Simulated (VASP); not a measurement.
# CsIr2 (Fd-3m) in VASP: notebook, part 2 of 2

VASP 6.6.1. The steps go on from the part before.

## Step 4: Single point, PBE

File INCAR:

```
ALGO     = Fast           # electronic algorithm
EDIFF    = 1E-7           # SCF threshold, eV
ENCUT    = 520            # plane-wave cutoff, eV
GGA      = PE             # functional
ISIF     = 2              # what is computed and relaxed
ISMEAR   = 0              # smearing method
LASPH    = True           # aspherical terms in the spheres
LCHARG   = False          # write CHGCAR
LREAL    = False          # projectors in reciprocal space
LWAVE    = False          # write WAVECAR
NBANDS   = 36             # bands
NELM     = 100            # most SCF steps
PREC     = Accurate       # precision mode
SIGMA    = 0.1            # smearing width, eV
```

File KPOINTS:

```
k-points
0
Gamma
  8 8 8
```

File POSCAR:

```
CsIr2
1.0
    0.0000000000      4.0059983878      4.0059983878
    4.0059983878      0.0000000000      4.0059983878
    4.0059983878      4.0059983878      0.0000000000
Cs Ir
2 4
Direct
    0.5000000000      0.5000000000      0.5000000000
    0.7500000000      0.7500000000      0.7500000000
    0.1250000000      0.1250000000      0.1250000000
    0.6250000000      0.1250000000      0.1250000000
    0.1250000000      0.1250000000      0.6250000000
    0.1250000000      0.6250000000      0.1250000000
```

Potentials or basis: VASP PAW PBE potentials, release 64 (Cs_sv, Ir).

Command:

```
$ cat potpaw_PBE.64/Cs_sv/POTCAR potpaw_PBE.64/Ir/POTCAR > POTCAR
$ mpirun -np 1 vasp_std > vasp.out
```

OUTCAR:

```text
EDIFF = 1E-7
   ENCUT = 520
   GGA = PE
   ISIF = 2
   ISMEAR = 0
   LASPH = True
   LREAL = False
   NELM = 100
   PREC = Accurate

 ion  position               nearest neighbor table
   1  0.500  0.500  0.500-
   2  0.750  0.750  0.750-
   3  0.125  0.125  0.125-   4 2.83   5 2.83   6 2.83   5 2.83   6 2.83   4 2.83
   4  0.625  0.125  0.125-   3 2.83   5 2.83   6 2.83   3 2.83   5 2.83   6 2.83
   5  0.125  0.125  0.625-   3 2.83   3 2.83   4 2.83   6 2.83   6 2.83   4 2.83
   6  0.125  0.625  0.125-   3 2.83   5 2.83   3 2.83   4 2.83   5 2.83   4 2.83

  LATTYP: Found a face centered cubic cell.
 ALAT       =     8.0119967756

  Lattice vectors:

 A1 = (   0.0000000000,   4.0059983878,   4.0059983878)
 A2 = (   4.0059983878,   0.0000000000,   4.0059983878)
 A3 = (   4.0059983878,   4.0059983878,   0.0000000000)

Analysis of symmetry for initial positions (statically):
[... 178 lines left out ...]
  ext. energy  EPLUGINS =         0.00000000
  ---------------------------------------------------
  free energy    TOTEN  =       -30.48698748 eV

  energy without entropy =      -30.41142604  energy(sigma->0) =      -30.44920676

 E-fermi :   5.1779     XC(G=0): -11.6523

 val. band max:        5.1762830006   @ k =   0.1250   0.0000   0.0000
 cond. band min:       5.1783813073   @ k =   0.0000   0.0000   0.0000
 fundamental gap:      0.0020983068
 Fermi energy:         5.1778704077

 k-point     1 :       0.0000    0.0000    0.0000
  band No.  band energies     occupation
      1     -15.6737      2.00000
      2     -14.8273      2.00000
      3      -3.3940      2.00000
      4      -3.3940      2.00000
      5      -3.3940      2.00000
      6      -1.9859      2.00000
[... 925 lines left out ...]
     35      10.7274      0.00000
     36      11.0320      0.00000

 [... further k-points ...]
[... 5 lines left out ...]
  --------------------------------------------------------------------------------------
  -------------------------------------------------------------------------------------
  Total        0.5331108      0.5331108      0.5331108      0.0000000      0.0000000     -0.0000000
  in kB        6.6430236      6.6430236      6.6430236      0.0000000      0.0000000     -0.0000000
  external PRESSURE =       6.6430236 kB  Pullay stress =       0.0000000 kB

 VOLUME and BASIS-vectors are now :
 -----------------------------------------------------------------------------
  energy-cutoff  :      520.00
  volume of cell :      128.58
      direct lattice vectors                 reciprocal lattice vectors
     0.000000000  4.005998388  4.005998388    -0.124812831  0.124812831  0.124812831
     4.005998388  0.000000000  4.005998388     0.124812831 -0.124812831  0.124812831
     4.005998388  4.005998388  0.000000000     0.124812831  0.124812831 -0.124812831

 POSITION                                       TOTAL-FORCE (eV/Angst)
 -----------------------------------------------------------------------------------
      4.00600      4.00600      4.00600         0.000000      0.000000      0.000000
      6.00900      6.00900      6.00900        -0.000000     -0.000000     -0.000000
      1.00150      1.00150      1.00150        -0.000000      0.000000     -0.000000
      1.00150      3.00450      3.00450        -0.000000      0.000000      0.000000
      3.00450      3.00450      1.00150        -0.000000      0.000000      0.000000
      3.00450      1.00150      3.00450        -0.000000      0.000000      0.000000
 -----------------------------------------------------------------------------------
    total drift:                                0.000000     -0.000000      0.000000

  FREE ENERGIE OF THE ION-ELECTRON SYSTEM (eV)
  ---------------------------------------------------
  free  energy   TOTEN  =       -30.4869874801 eV

  energy  without entropy=      -30.4114260378  energy(sigma->0) =      -30.44920676
```

stdout:

```text
POSCAR found type information on POSCAR CsIr
 POSCAR found :  2 types and       6 ions
 scaLAPACK will be used
 LDA part: xc-table for (Slater+PW92), standard interpolation
 POSCAR, INCAR and KPOINTS ok, starting setup
 FFT: planning ... GRIDC
 FFT: planning ... GRID_SOFT
 FFT: planning ... GRID
 WAVECAR not read
 entering main loop
```

Wall time 3.6 min (1 thread of Oxide Virtual Turin-like, shared host); peak memory 0.28 GiB.

Results:

```
Free energy            : -30.4870 eV
Pressure               : 0.7 GPa
Band gap on the k mesh : zero (bands 27 and 28 overlap by 1.50 eV)
```

Caveat: spin-orbit coupling is left out, which moves the levels of the heavy elements.

## Step 5: Relaxation of cell and atoms, PBE

This run uses another cell than the first one, of 24.31 Å³/atom.

File INCAR:

```
PREC = Accurate
ENCUT = 600
EDIFF = 1E-6
ISMEAR = 0
SIGMA = 0.1
LREAL = False
LASPH = True
NELM = 60
ALGO = Normal
ISIF = 3
LWAVE = False
LCHARG = False
GGA = PE
IBRION = 2
NSW = 90
EDIFFG = -0.04
```

File KPOINTS:

```
regular mesh
0
Gamma
  4 4 4
```

File POSCAR:

```
CsIr2
1.0
    0.0000000000      4.1777568094      4.1777568094
    4.1777568094      0.0000000000      4.1777568094
    4.1777568094      4.1777568094      0.0000000000
Cs Ir
2 4
Direct
    0.0000000000      0.0000000000      0.0000000000
    0.2500000000      0.2500000000      0.2500000000
    0.6250000000      0.6250000000      0.6250000000
    0.1250000000      0.6250000000      0.6250000000
    0.6250000000      0.6250000000      0.1250000000
    0.6250000000      0.1250000000      0.6250000000
```

Command:

```
$ cat potpaw_PBE.64/Cs_sv/POTCAR potpaw_PBE.64/Ir/POTCAR > POTCAR
$ mpirun -np 1 vasp_std > vasp.out
```

It took 3.8 min on 1 thread of Oxide Virtual Turin-like, shared host; peak memory 0.32 GiB.

Results (log left out):

| Property | Result |
| --- | --- |
| Free energy | -30.3730 eV |
| Relaxed volume | 21.62 Å³/atom |
| Relaxed cell | a = 5.682 Å, b = 5.682 Å, c = 5.682 Å, α = 60.00°, β = 60.00°, γ = 60.00° |
| Space group after relaxing (to 0.1 Å) | Fd-3m (No. 227) |
| Energy gained by relaxing | 84.5 meV/atom |
| Ionic steps | 3 |
| Pressure after relaxing | -0.1 GPa |
| Band gap on the k mesh | zero (bands 27 and 28 overlap by 1.46 eV) |

The path:
```tsv
step	energy change (eV)	largest force (eV/Å)	pressure (GPa)	volume (Å³)
1	0.0000	0.0000	-8.83	145.83
2	-0.2019	0.0000	10.39	119.34
3	-0.5070	0.0000	-0.14	129.74
```

Final structure:
```
Cs Ir
1.0
     0.00000    4.01805    4.01805
     4.01805    0.00000    4.01805
     4.01805    4.01805    0.00000
Cs Ir
2 4
Cartesian
  0.0000 0.0000 0.0000
  2.0090 2.0090 2.0090
  5.0226 5.0226 5.0226
  5.0226 3.0135 3.0135
  3.0135 3.0135 5.0226
  3.0135 5.0226 3.0135
```

Levels at points of the mesh, in eV from the Fermi level:
```csv
k point,band 23,band 24,band 25,band 26,band 27,band 28,band 29,band 30,band 31,band 32
"(0.00, 0.00, 0.00)",-0.09,-0.09,0.01,0.01,1.38,1.82,1.82,1.92,1.92,1.92
"(0.50, 0.00, 0.00)",-0.73,-0.73,-0.17,-0.17,-0.17,0.24,0.24,1.92,2.96,3.64
"(0.50, 0.50, 0.00)",-1.14,-1.14,-0.48,-0.48,-0.03,-0.03,0.00,0.00,3.55,3.55
```

Caveat: spin-orbit coupling is left out, which moves the levels of the heavy elements.

## Step 6: Relaxation of cell and atoms, PBE

File INCAR:

```
SYSTEM = CsIr2
ALGO = Fast
EDIFF = 1E-7
EDIFFG = -0.01
ENCUT = 600
GGA = PE
IBRION = 2
ISIF = 3
ISMEAR = 0
LASPH = .True.
LCHARG = .False.
LREAL = .False.
LWAVE = .False.
NELM = 100
NSW = 100
PREC = Accurate
SIGMA = 0.1
```

File KPOINTS:

```
k-points
0
Gamma
  8 8 8
  0 0 0
```

File POSCAR:

```
CsIr2
1.0
    0.0000000000      4.0076587548      4.0076587548
    4.0076587548      0.0000000000      4.0076587548
    4.0076587548      4.0076587548      0.0000000000
Cs Ir
2 4
Direct
    0.5000000000      0.5000000000      0.5000000000
    0.7500000000      0.7500000000      0.7500000000
    0.1250000000      0.1250000000      0.1250000000
    0.6250000000      0.1250000000      0.1250000000
    0.1250000000      0.1250000000      0.6250000000
    0.1250000000      0.6250000000      0.1250000000
```

Potentials or basis: VASP PAW PBE potentials, release 64 (Cs_sv, Ir).

Command:

```
$ cat potpaw_PBE.64/Cs_sv/POTCAR potpaw_PBE.64/Ir/POTCAR > POTCAR
$ mpirun -np 1 vasp_std > vasp.out
```

OUTCAR:

```text
SYSTEM = CsIr2
   EDIFF = 1E-7
   EDIFFG = -0.01
   ENCUT = 600
   GGA = PE
   IBRION = 2
   ISIF = 3
   ISMEAR = 0
   LASPH = .True.
   LREAL = .False.
   NELM = 100
   NSW = 100
   PREC = Accurate

 ion  position               nearest neighbor table
   1  0.500  0.500  0.500-
   2  0.750  0.750  0.750-
   3  0.125  0.125  0.125-   4 2.83   5 2.83   6 2.83   5 2.83   6 2.83   4 2.83
   4  0.625  0.125  0.125-   3 2.83   5 2.83   6 2.83   3 2.83   5 2.83   6 2.83
   5  0.125  0.125  0.625-   3 2.83   3 2.83   4 2.83   6 2.83   6 2.83   4 2.83
   6  0.125  0.625  0.125-   3 2.83   5 2.83   3 2.83   4 2.83   5 2.83   4 2.83

  LATTYP: Found a face centered cubic cell.
 ALAT       =     8.0153175096

  Lattice vectors:

 A1 = (   0.0000000000,   4.0076587548,   4.0076587548)
 A2 = (   4.0076587548,   0.0000000000,   4.0076587548)
[... 275 lines left out ...]
  free energy    TOTEN  =       -30.48928252 eV

  energy without entropy =      -30.41306596  energy(sigma->0) =      -30.45117424

 E-fermi :   5.1086     XC(G=0): -11.6152

 val. band max:        5.1086115074   @ k =   0.1250   0.0000   0.0000
 cond. band min:       5.1106864877   @ k =   0.2500   0.0000   0.0000
 fundamental gap:      0.0020749804
 Fermi energy:         5.1086275114

 k-point     1 :       0.0000    0.0000    0.0000
  band No.  band energies     occupation
      1     -15.7279      2.00000
      2     -14.8993      2.00000
      3      -3.4357      2.00000
      4      -3.4357      2.00000
      5      -3.4357      2.00000
      6      -2.0478      2.00000
[... 829 lines left out ...]
     31       7.0461      0.00000
     32       8.5200      0.00000

 [... further k-points ...]

------------------------ aborting loop because EDIFF is reached ----------------------------------------

  FORCE on cell =-STRESS in cart. coord.  units (eV):
  Direction    XX          YY          ZZ          XY          YZ          ZX
  --------------------------------------------------------------------------------------
  -------------------------------------------------------------------------------------
  Total        0.0038363      0.0038363      0.0038363      0.0000000      0.0000000     -0.0000000
  in kB        0.0474847      0.0474847      0.0474847      0.0000000      0.0000000     -0.0000000
  external PRESSURE =       0.0474847 kB  Pullay stress =       0.0000000 kB
[... 21 lines left out ...]
  FREE ENERGIE OF THE ION-ELECTRON SYSTEM (eV)
  ---------------------------------------------------
  free  energy   TOTEN  =       -30.4892825228 eV

  energy  without entropy=      -30.4130659610  energy(sigma->0) =      -30.45117424

 reached required accuracy - stopping structural energy minimisation
```

OSZICAR:

```text
N       E                     dE             d eps       ncg     rms          rms(c)
DAV:   1     0.583667631163E+03    0.58367E+03   -0.25549E+04  1856   0.177E+03
DAV:   2     0.338394038999E+02   -0.54983E+03   -0.53604E+03  1856   0.464E+02
[... 36 lines left out ...]
RMM:   6    -0.304892759338E+02   -0.18775E-04   -0.19341E-04  2188   0.772E-02    0.115E-02
RMM:   7    -0.304892807944E+02   -0.48606E-05   -0.40115E-05  2257   0.266E-02    0.773E-03
RMM:   8    -0.304892829025E+02   -0.21081E-05   -0.70023E-06  1998   0.173E-02    0.582E-03
RMM:   9    -0.304892828483E+02    0.54192E-07   -0.31190E-06  2132   0.956E-03    0.140E-03
RMM:  10    -0.304892826926E+02    0.15573E-06   -0.73436E-07  1588   0.384E-03    0.161E-03
RMM:  11    -0.304892825102E+02    0.18244E-06   -0.24113E-07  1043   0.355E-03    0.736E-04
RMM:  12    -0.304892825228E+02   -0.12642E-07   -0.65878E-08  1036   0.239E-03
   3 F= -.30489283E+02 E0= -.30451174E+02  d E =-.125202E-02
```

It took 13 min on 1 thread of Oxide Virtual Turin-like, shared host; peak memory 0.37 GiB.

Results:

| Item | Value |
| --- | --- |
| Free energy | -30.4893 eV |
| Relaxed volume | 21.57 Å³/atom |
| Relaxed cell | a = 5.678 Å, b = 5.678 Å, c = 5.678 Å, α = 60.00°, β = 60.00°, γ = 60.00° |
| Space group after relaxing (to 0.1 Å) | Fd-3m (No. 227) |
| Energy gained by relaxing | 0.2 meV/atom |
| Ionic steps | 3 |
| Pressure after relaxing | 0.0 GPa |
| Band gap on the k mesh | zero (bands 27 and 28 overlap by 1.50 eV) |

Step by step:
| step | energy change (eV) | largest force (eV/Å) | pressure (GPa) | volume (Å³) |
| --- | --- | --- | --- | --- |
| 1 | 0.0000 | 0.0000 | 0.57 | 128.74 |
| 2 | 0.0000 | 0.0000 | -0.56 | 130.17 |
| 3 | -0.0013 | 0.0000 | 0.00 | 129.44 |

Final structure:
```
Cs Ir
1.0
     0.00000    4.01496    4.01496
     4.01496    0.00000    4.01496
     4.01496    4.01496    0.00000
Cs Ir
2 4
Cartesian
  4.0150 4.0150 4.0150
  6.0224 6.0224 6.0224
  1.0037 1.0037 1.0037
  1.0037 3.0112 3.0112
  3.0112 3.0112 1.0037
  3.0112 1.0037 3.0112
```

Caveat: spin-orbit coupling is left out, which moves the levels of the heavy elements.

## Step 7: The runs side by side

```tsv
task	cell	k mesh	cutoff (eV)	gap on the mesh (eV)	pressure (GPa)	relaxed volume (Å³/atom)
single point	a = 5.668 Å, angles 60.0°, 6 atoms	4 × 4 × 4	520	none	0.6	-
single point	a = 5.908 Å, angles 60.0°, 6 atoms	4 × 4 × 4	520	none	-8.9	-
single point	a = 5.665 Å, angles 60.0°, 6 atoms	8 × 8 × 8	520	none	0.7	-
relaxation of cell and atoms	relaxed from a = 5.908 Å, angles 60.0°, 6 atoms	4 × 4 × 4	600	none	-0.1	21.62
relaxation of cell and atoms	relaxed from a = 5.668 Å, angles 60.0°, 6 atoms	8 × 8 × 8	600	none	0.0	21.57
```

Alike in all rows: level PBE; potentials or basis VASP PAW PBE potentials, release 64 (Cs_sv, Ir); no spin polarisation; smearing gaussian 0.1 eV.

Caveats: spin-orbit coupling is left out, which moves the levels of the heavy elements; the cell stands under tension (at least some runs).

Total energies depend on the potentials used, so only differences within one code and one set of settings carry meaning.
